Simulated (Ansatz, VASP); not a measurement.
## One calculation of WS2, two programs

```
W S
1.0
     1.70532    0.98457    6.65640
    -1.70532    0.98457    6.65640
     0.00000   -1.96913    6.65640
W S
1 2
Direct
  0.00000 0.00000 0.00000
  0.75030 0.75030 0.75030
  0.58100 0.58100 0.58100
```

Change from the starting cell: strain +0.080 along x and y, +0.080 along z, atoms carried along.

Alike in both runs: task single point; functional PBEsol; k mesh 12 × 12 × 12; occupations gaussian, width 0.05 eV; no spin polarisation.

|  | VASP | Ansatz |
| --- | --- | --- |
| version | VASP 6.6.1 | Ansatz 0.2.0 |
| potentials or method | VASP PAW PBE potentials, release 64 (W_sv, S), cutoff 520 eV | scalar-relativistic, plane waves, PAW |
| valence electrons in the cell | 26 | 26 |

```csv
,VASP,Ansatz,Ansatz less VASP
gap on the k mesh at the Fermi level (eV),1.08,1.07,-0.009
least direct gap on the mesh (eV),1.37,1.37,-0.001
pressure (GPa),-23.6,-23.6,-0.01
"traceless stress, the component that is largest in VASP (GPa)",-1.07,-1.09,-0.018
rms of the force components (eV/Å),1.409,1.413,+0.0040
```

VASP's potentials were made for PBE, not for PBEsol. Atom by atom the forces differ by 0.004 eV/Å (rms over components).

Spin-orbit coupling is off throughout.
